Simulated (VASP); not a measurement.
Input of a VASP 6.6.1 run:

The input INCAR:

```
SYSTEM = Si
ALGO     = Normal         ! electronic algorithm
EDIFF    = 1E-6           ! SCF threshold, eV
ENCUT    = 520            ! plane-wave cutoff, eV
ISIF     = 2              ! what is computed and relaxed
ISMEAR   = -1             ! smearing method
LASPH    = .TRUE.         ! aspherical terms in the spheres
LCHARG   = .FALSE.        ! write CHGCAR
LREAL    = Auto         
LWAVE    = .FALSE.        ! write WAVECAR
NBANDS   = 48             ! bands
NELM     = 100            ! most SCF steps
PREC     = Accurate       ! precision mode
SIGMA    = 0.02           ! smearing width, eV
```

KPOINTS

```
k-points
0
G
  2 2 2
  0 0 0
```

POSCAR

```
Si
1.0
    0.0000000000      5.4300000000      5.4300000000
    5.4300000000      0.0000000000      5.4300000000
    5.4300000000      5.4300000000      0.0000000000
Si
17
Direct
    0.0403842123     -0.0130635317     -0.0133855419
    0.1335482157      0.1253305434      0.1250220017
   -0.0067711255      0.0123098797      0.4975524090
    0.1336005913      0.1253153295      0.6166877195
   -0.0066665769      0.4978466908      0.0119179164
    0.1335250012      0.6170336907      0.1250253348
   -0.0062260175      0.4977666677      0.4974676197
    0.0706313437      0.6436307002      0.6432787171
    0.5053012212      0.0078519554      0.0072934293
    0.6655986236      0.1121248641      0.1116943514
    0.5052144041      0.0077403590      0.4805161501
    0.6210509287      0.1517175705      0.6144917355
    0.5050745723      0.4808254225      0.0073772761
    0.6212418665      0.6148355185      0.1514117008
    0.4478328285      0.5178961414      0.5174571950
    0.6218741793      0.6137699738      0.6131954449
    0.5830722317      0.8054756245      0.8055808406
```

Potentials or basis: VASP PAW LDA potentials, release 64 (Si).

Command:

```console
$ cat potpaw_LDA.64/Si/POTCAR > POTCAR
$ mpirun -np 1 vasp_std > vasp.out
```

Problem. What does it give for the largest force?

Solution. 0.032 eV/Å.

Problem. What does it give for the pressure?

Solution. 1.4 GPa.

Problem. Predict the band gap on the k mesh.

Solution. Zero (bands 34 and 35 overlap by 0.03 eV).

Stress tensor (GPa, compression positive):
```
 1.35  0.43  0.43
 0.43  1.35 -0.42
 0.43 -0.42  1.35
```

Caveat: the k points lie up to 0.50 Å⁻¹ apart.
